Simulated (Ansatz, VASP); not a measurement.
**Two plane-wave programs on Ta**

INCAR

```
PREC     = Accurate       # precision mode
ENCUT    = 520            # plane-wave cutoff, eV
EDIFF    = 1E-7           # SCF threshold, eV
ISMEAR   = 0              # smearing method
SIGMA    = 0.1            # smearing width, eV
LREAL    = F              # projectors in reciprocal space
LASPH    = T              # aspherical terms in the spheres
NELM     = 60             # most SCF steps
ALGO     = Normal         # electronic algorithm
ISIF     = 2              # what is computed and relaxed
LWAVE    = F              # write WAVECAR
LCHARG   = F              # write CHGCAR
LDIPOL   = T            
IDIPOL   = 3            
DIPOL    = 0.5 0.5 0.446
GGA      = PE             # functional
IVDW     = 12             # dispersion correction
NBANDS   = 78             # bands
```

The input KPOINTS:

```
Automatic mesh
0
Gamma
  4 4 1
```

File POSCAR:

```
Ta
1.0
    5.6896945749      0.0000000000      0.0000000000
   -1.8965648583      5.3642954891      0.0000000000
    0.0000000000      0.0000000000     23.0184181232
Ta
12
Direct
    0.2500000000      0.2500000000      0.3475477749
    0.2500000000      0.7500000000      0.3475477749
    0.7500000000      0.2500000000      0.3475477749
    0.7500000000      0.7500000000      0.3475477749
    0.4986804797      0.4999645253      0.4456197641
    0.4995519126      0.0004183599      0.4477231144
   -0.0010404227      0.5011937873      0.4454761754
    0.0000647938      0.0014564571      0.4456212442
    0.7517028747      0.7483871716      0.5415068663
    0.7523251632      0.2556220272      0.5473747778
    0.2444864347      0.7476996882      0.5474128143
    0.2480126274      0.2522205803      0.5447502269
```

Input for Ansatz:

```yaml
crystal:
  lattice:
    - [5.6896945749, 0.0, 0.0]
    - [-1.8965648583, 5.3642954891, 0.0]
    - [0.0, 0.0, 23.0184181232]
  atoms:
    - { symbol: Ta, position: [0.25, 0.25, 0.3475477749] }
    - { symbol: Ta, position: [0.25, 0.75, 0.3475477749] }
    - { symbol: Ta, position: [0.75, 0.25, 0.3475477749] }
    - { symbol: Ta, position: [0.75, 0.75, 0.3475477749] }
    - { symbol: Ta, position: [0.4986804797, 0.4999645253, 0.4456197641] }
    - { symbol: Ta, position: [0.4995519126, 0.0004183599, 0.4477231144] }
    - { symbol: Ta, position: [-0.0010404227, 0.5011937873, 0.4454761754] }
    - { symbol: Ta, position: [6.47938e-05, 0.0014564571, 0.4456212442] }
    - { symbol: Ta, position: [0.7517028747, 0.7483871716, 0.5415068663] }
    - { symbol: Ta, position: [0.7523251632, 0.2556220272, 0.5473747778] }
    - { symbol: Ta, position: [0.2444864347, 0.7476996882, 0.5474128143] }
    - { symbol: Ta, position: [0.2480126274, 0.2522205803, 0.5447502269] }
basis:
  ecutwfc: 420
kpoints:
  mp_grid: { grid: [4, 4, 1] }
hamiltonian:
  xc: pbe
  dispersion: d3bj
scf:
  occupations: { method: gaussian, width: 0.1 }
output:
  forces: true
  eigenvalues: true
  write_density: true
  volumetric_format: npy
efield:
  axis: 3
  dipole_correction: true
  ramp_width: 0.04
```

Alike in both runs: task single point; functional PBE; dispersion D3(BJ); k mesh 4 × 4 × 1; occupations gaussian, width 0.1 eV; no spin polarisation.

|  | VASP | Ansatz |
| --- | --- | --- |
| version | VASP 6.6.1 | Ansatz 0.2.0 |
| potentials or method | VASP PAW PBE potentials, release 64 (Ta_pv), cutoff 520 eV | scalar-relativistic, plane waves, PAW |
| valence electrons in the cell | 132 | 156 |

|  | VASP | Ansatz | Ansatz less VASP |
| --- | --- | --- | --- |
| gap on the k mesh at the Fermi level (eV) | none | none | - |
| rms of the force components (eV/Å) | 0.169 | 0.168 | -0.0004 |

Atom by atom the forces differ by 0.003 eV/Å (rms over components). A gap of «none» marks a metal or a gap that the smearing closes. VASP's potentials hold 132 valence electrons a cell and Ansatz's 156, so a difference there can come from the potentials and not from the codes.

Spin-orbit coupling is off throughout.
